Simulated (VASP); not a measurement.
A run of VASP 6.6.1 is set up as follows.

The input INCAR:

```
SYSTEM = GaAs
  PREC = Accurate
  ENCUT = 520
  EDIFF = 1E-6
  ISMEAR = 0
  SIGMA = 0.01
  LREAL = .FALSE.
  LASPH = .TRUE.
  NELM = 100
  ALGO = Normal
  ISIF = 2
  LWAVE = .FALSE.
  LCHARG = .FALSE.
  GGA = PS
  NBANDS = 16
```

Contents of KPOINTS:

```
regular mesh
0
G
  10 10 10
  0 0 0
```

POSCAR

```
GaAs
1.0
    0.0000000000      2.8297573504      2.8297573504
    2.8297573504      0.0000000000      2.8297573504
    2.8297573504      2.8297573504      0.0000000000
Ga As
1 1
Direct
    0.0000000000      0.0000000000      0.0000000000
    0.7500000000      0.7500000000      0.7500000000
```

Potentials or basis: VASP PAW PBE potentials, release 64 (Ga_d, As).

The run is started by

```console
$ cat potpaw_PBE.64/Ga_d/POTCAR potpaw_PBE.64/As/POTCAR > POTCAR
$ mpirun -np 1 vasp_std > vasp.out
```

Q: Predict the band gap on the k mesh.

A: 0.43 eV, direct.

Q: Predict the pressure.

A: 0.1 GPa.

Caveat: the PAW data sets were made with another functional, which shifts forces and pressure a little. A k mesh can miss the band edges.
